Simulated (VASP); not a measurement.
# BN: vibrations by perturbation theory with PBEsol

Crystal: BN.

```
CELL_PARAMETERS angstrom
2.48016 0.00000 0.00000
-1.24008 2.14788 0.00000
0.00000 0.00000 5.45621
ATOMIC_POSITIONS crystal
B 0.33333 0.66667 0.25000
B 0.66667 0.33333 0.75000
N 0.33333 0.66667 0.75000
N 0.66667 0.33333 0.25000
```

```
Program                : VASP 6.6.1
Task                   : vibrations by perturbation theory
Functional             : PBEsol
Potentials or basis    : VASP PAW PBE potentials, release 64 (B, N)
Cutoff                 : 520 eV
k mesh                 : 12 × 12 × 4
Occupations            : gaussian, width 0.01 eV
Spin                   : no spin polarisation
Dipole correction      : no
Further INCAR settings : ALGO = Normal; EDIFF = 1e-08; IBRION = 8; NSW = 1
```

```yaml
Electronic_dielectric_tensor_diagonal: 5.44, 5.44, 4.37
Born_charges_mean_of_the_diagonal: B +2.31; N -2.31 e
Highest_phonon_frequency_at_Γ_LO-TO_splitting_left_out: 1416 cm⁻¹
```

Phonon frequencies in cm⁻¹ (negative: imaginary):
| q point | frequencies |
| --- | --- |
| (0.000, 0.000, 0.000) | 0 0 0 113 113 272 604 778 1410 1410 1416 1416 |

Electronic dielectric tensor:
```
5.44 0.00 0.00
0.00 5.44 0.00
0.00 0.00 4.37
```

Born effective charge tensors (e):
atom 1, B
```
2.72 0.00 0.00
0.00 2.72 0.00
0.00 0.00 1.49
```
atom 2, B
```
2.72 0.00 0.00
0.00 2.72 0.00
0.00 0.00 1.49
```
atom 3, N
```
-2.72  0.00  0.00
 0.00 -2.72  0.00
 0.00  0.00 -1.49
```
atom 4, N
```
-2.72  0.00  0.00
 0.00 -2.72  0.00
 0.00  0.00 -1.49
```

Run time: 6 min on 1 thread of Intel(R) Xeon(R) Platinum 8488C (Sapphire Rapids), with other jobs on the host, peak memory 0.31 GiB.

Caveat: the cell stands under pressure or tension, which shifts response properties.
